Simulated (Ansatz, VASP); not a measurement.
## One calculation of Si3WC2, two programs

Contents of INCAR:

```
PREC = Accurate
ENCUT = 600
EDIFF = 1E-6
ISMEAR = 0
SIGMA = 0.1
LREAL = F
LASPH = T
NELM = 80
ALGO = Normal
ISIF = 3
LWAVE = F
LCHARG = F
GGA = PE
IBRION = 2
NSW = 90
EDIFFG = -0.04
```

Contents of KPOINTS:

```
Automatic mesh
0
Gamma
  6 6 4
```

Contents of POSCAR:

```
Si3WC2
1.0
    4.6785466400      0.0000000000      0.0000000000
   -2.3392733200      4.0517402400      0.0000000000
    0.0000000000      0.0000000000      5.7468291000
Si W C
3 1 2
Direct
    0.5000000000      0.0000000000      0.0000000000
    0.0000000000      0.5000000000      0.0000000000
    0.5000000000      0.5000000000      0.0000000000
    0.0000000000      0.0000000000      0.0000000000
    0.3333333300      0.6666666700      0.0000000000
    0.6666666700      0.3333333300      0.0000000000
```

Input for Ansatz:

```yaml
crystal:
  lattice:
    - [4.67854664, 0.0, 0.0]
    - [-2.33927332, 4.05174024, 0.0]
    - [0.0, 0.0, 5.7468291]
  atoms:
    - { symbol: Si, position: [0.5, 0.0, 0.0] }
    - { symbol: Si, position: [0.0, 0.5, 0.0] }
    - { symbol: Si, position: [0.5, 0.5, 0.0] }
    - { symbol: W, position: [0.0, 0.0, 0.0] }
    - { symbol: C, position: [0.33333333, 0.66666667, 0.0] }
    - { symbol: C, position: [0.66666667, 0.33333333, 0.0] }
basis:
  ecutwfc: 420
kpoints:
  mp_grid: { grid: [6, 6, 4] }
hamiltonian:
  xc: pbe
scf:
  occupations: { method: gaussian, width: 0.1 }
  lower_state_search: "off"
output:
  forces: true
  stress: true
  eigenvalues: true
relax:
  adjacent_minimum: "off"
  f_tol: 0.04
  max_steps: 70
  cell: { stress_tol: 0.4 }
```

Alike in both runs: task relaxation of cell and atoms; functional PBE; k mesh 6 × 6 × 4; occupations gaussian, width 0.1 eV; no spin polarisation.

|  | VASP | Ansatz |
| --- | --- | --- |
| version | VASP 6.6.1 | Ansatz 0.2.0 |
| potentials or method | VASP PAW PBE potentials, release 64 (Si, W_sv, C), cutoff 600 eV | scalar-relativistic, plane waves, PAW |
| valence electrons in the cell | 34 | 34 |

VASP gave:

- gap on the k mesh at the Fermi level, each at its own relaxed structure (eV): none
- relaxed volume (Å³/atom): 14.25
- relaxed length of the cell vector where the two differ most in proportion (Å): 6.228

What did Ansatz give for the same quantities?

gap on the k mesh at the Fermi level, each at its own relaxed structure (eV): none; relaxed volume (Å³/atom): 14.34; relaxed length of the cell vector where the two differ most in proportion (Å): 6.245.

A gap of «none» marks a metal or a gap that the smearing closes.

Neither program's run includes spin-orbit coupling. Noted on VASP's run: the volume moved by over 15 % at a fixed basis, so the end points are rough.
